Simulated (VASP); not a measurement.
Wanted: the native input for a VASP 6.6.1 run.

- Task: single point
- Functional: PBEsol
- Potentials or basis: VASP PAW PBE potentials, release 64 (In_d, Se)
- Cutoff: 520 eV
- k mesh: 6 × 6 × 6
- Occupations: gaussian, width 0.01 eV
- Spin: no spin polarisation
- Dipole correction: no
- Further INCAR settings: ALGO = Normal; EDIFF = 1e-06; NBANDS = 27

The structure of InSe lies in POSCAR:

```
InSe
1.0
    8.7262052719     -0.0117176452     -0.0070138730
    7.8092440912      3.8939058122     -0.0070138730
    7.8092440912      1.8334521390      3.4352590765
In Se
2 2
Direct
    0.0006607702      0.0006607702      0.0006607702
    0.1106788551      0.1106788551      0.1106788551
    0.6168010598      0.6168010598      0.6168010598
    0.8278593149      0.8278593149      0.8278593149
```

One way to write it, as run:

INCAR

```
PREC     = Accurate       # precision mode
ENCUT    = 520            # plane-wave cutoff, eV
EDIFF    = 1E-6           # SCF threshold, eV
ISMEAR   = 0              # smearing method
SIGMA    = 0.01           # smearing width, eV
LREAL    = False          # projectors in reciprocal space
LASPH    = True           # aspherical terms in the spheres
NELM     = 80             # most SCF steps
ALGO     = Normal         # electronic algorithm
ISIF     = 2              # what is computed and relaxed
LWAVE    = False          # write WAVECAR
LCHARG   = True           # write CHGCAR
GGA      = PS             # functional
LELF     = True           # ELF
LVHAR    = True         
NBANDS   = 27             # bands
```

KPOINTS

```
regular mesh
0
Gamma
  6 6 6
```

Potentials or basis: VASP PAW PBE potentials, release 64 (In_d, Se).

The run is started by

```bash
$ cat potpaw_PBE.64/In_d/POTCAR potpaw_PBE.64/Se/POTCAR > POTCAR
$ mpirun -np 1 vasp_std > vasp.out
```

Results of the run:

| Property | Result |
| --- | --- |
| Pressure | 0.1 GPa |
| Largest force | 0.019 eV/Å |
| Band gap on the k mesh | 0.34 eV |

Caveat: the PAW data sets were made with another functional, which shifts forces and pressure a little; spin-orbit coupling is left out, which moves the levels of the heavy elements.

Wall time 14 min on 1 thread of Intel Xeon 8259CL (shared host), peak memory 0.69 GiB.
